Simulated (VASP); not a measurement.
TiSi2:

```
Ti Si
1.0
     1.75326   -6.71392    0.00000
     1.75326    6.71392    0.00000
     0.00000    0.00000    3.54125
Ti Si
2 4
Direct
  0.10312 0.89688 0.25000
  0.89688 0.10312 0.75000
  0.75031 0.24969 0.25000
  0.24969 0.75031 0.75000
  0.44175 0.55825 0.25000
  0.55825 0.44175 0.75000
```

Base run:

| Item | Value |
| --- | --- |
| Program | VASP 6.6.1 |
| Functional | LDA |
| Potentials or basis | VASP PAW LDA potentials, release 64 (Ti_sv, Si) |
| Cutoff | 520 eV |
| k mesh | 8 × 8 × 8 |
| Occupations | fermi-dirac, width 0.05 eV |
| Spin | no spin polarisation |

Its results: band gap on the k mesh zero (bands 20 and 21 overlap by 1.03 eV); pressure -2.4 GPa; largest force 0.174 eV/Å.

The run is repeated on the same cell with these changes: functional from LDA to PBEsol; potentials or basis from VASP PAW LDA potentials, release 64 (Ti_sv, Si) to VASP PAW PBE potentials, release 64 (Ti_sv, Si). What comes out?

Band gap on the k mesh zero (bands 20 and 21 overlap by 1.04 eV); pressure 0.9 GPa; largest force 0.276 eV/Å.

Caveats: the PAW data sets were made with another functional, which shifts forces and pressure a little (at least some runs).
